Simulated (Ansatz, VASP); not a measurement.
**NaF in VASP and in Ansatz**

Contents of INCAR:

```
SYSTEM = NaF
PREC = Accurate
ENCUT = 520
EDIFF = 1E-6
ISMEAR = -1
SIGMA = 0.03
LREAL = .FALSE.
LASPH = .TRUE.
NELM = 60
ALGO = Normal
ISIF = 2
LWAVE = .FALSE.
LCHARG = .FALSE.
GGA = CA
NBANDS = 14
```

Contents of KPOINTS:

```
Automatic mesh
0
G
  10 10 10
  0 0 0
```

Contents of POSCAR:

```
NaF
1.0
    0.0000000000      2.3159753383      2.3159753383
    2.3159753383      0.0000000000      2.3159753383
    2.3159753383      2.3159753383      0.0000000000
Na F
1 1
Direct
    0.0000000000      0.0000000000      0.0000000000
    0.5000000000      0.5000000000      0.5000000000
```

Input for Ansatz:

```yaml
crystal:
  lattice:
    - [0.0, 2.3159753383, 2.3159753383]
    - [2.3159753383, 0.0, 2.3159753383]
    - [2.3159753383, 2.3159753383, 0.0]
  atoms:
    - { symbol: Na, position: [0.0, 0.0, 0.0] }
    - { symbol: F, position: [0.5, 0.5, 0.5] }
kpoints:
  mp_grid: { grid: [10, 10, 10] }
scf:
  occupations: { method: fermi_dirac, width: 0.03 }
hamiltonian:
  xc: lda
  pseudopotentials: { kind: all_electron, lapw: { basis_error: 0.00025 } }
output:
  forces: true
  stress: true
  eigenvalues: true
```

Change from the starting cell: volume scaled by 1.04.

Alike in both runs: task single point; functional LDA; k mesh 10 × 10 × 10; occupations fermi-dirac, width 0.03 eV; no spin polarisation.

|  | VASP | Ansatz |
| --- | --- | --- |
| version | VASP 6.6.1 | Ansatz 0.2.0 |
| potentials or method | VASP PAW LDA potentials, release 64 (Na_pv, F), cutoff 520 eV | all-electron LAPW, scalar-relativistic |

```csv
,VASP,Ansatz,Ansatz less VASP
gap on the k mesh at the Fermi level (eV),5.96,5.97,+0.010
pressure (GPa),-4.4,-4.2,+0.13
```

LDA's correlation is that of Perdew and Zunger in VASP and of Perdew and Wang (1992) in Ansatz. Ansatz ran all-electron here, and VASP with PAW potentials.
